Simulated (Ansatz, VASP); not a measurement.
## InSb in VASP and in Ansatz

```
In Sb
1.0
    -0.14694    3.00183    3.00183
     3.00183   -0.14694    3.00183
     3.00183    3.00183   -0.14694
In Sb
1 1
Direct
  0.00000 0.00000 0.00000
  0.50000 0.50000 0.50000
```

Alike in both runs: task single point; functional PBEsol; k mesh 16 × 16 × 16; occupations gaussian, width 0.15 eV; no spin polarisation.

```csv
,VASP,Ansatz
version,VASP 6.6.1,Ansatz 0.2.0
potentials or method,"VASP PAW PBE potentials, release 64 (In_d, Sb), cutoff 520 eV","scalar-relativistic, plane waves, PAW"
valence electrons in the cell,18,28
```

|  | VASP | Ansatz | Ansatz less VASP |
| --- | --- | --- | --- |
| gap on the k mesh at the Fermi level (eV) | none | none | - |
| pressure (GPa) | -2.8 | -2.8 | 0.00 |
| traceless stress, the component that is largest in VASP (GPa) | 0.40 | 0.40 | +0.002 |

VASP's potentials were made for PBE, not for PBEsol. A gap of «none» marks a metal or a gap that the smearing closes. The functional is the same, so the differences come from potentials, cutoffs and numerics. VASP's potentials hold 18 valence electrons a cell and Ansatz's 28, so a difference there can come from the potentials and not from the codes.

Spin-orbit coupling is off throughout.
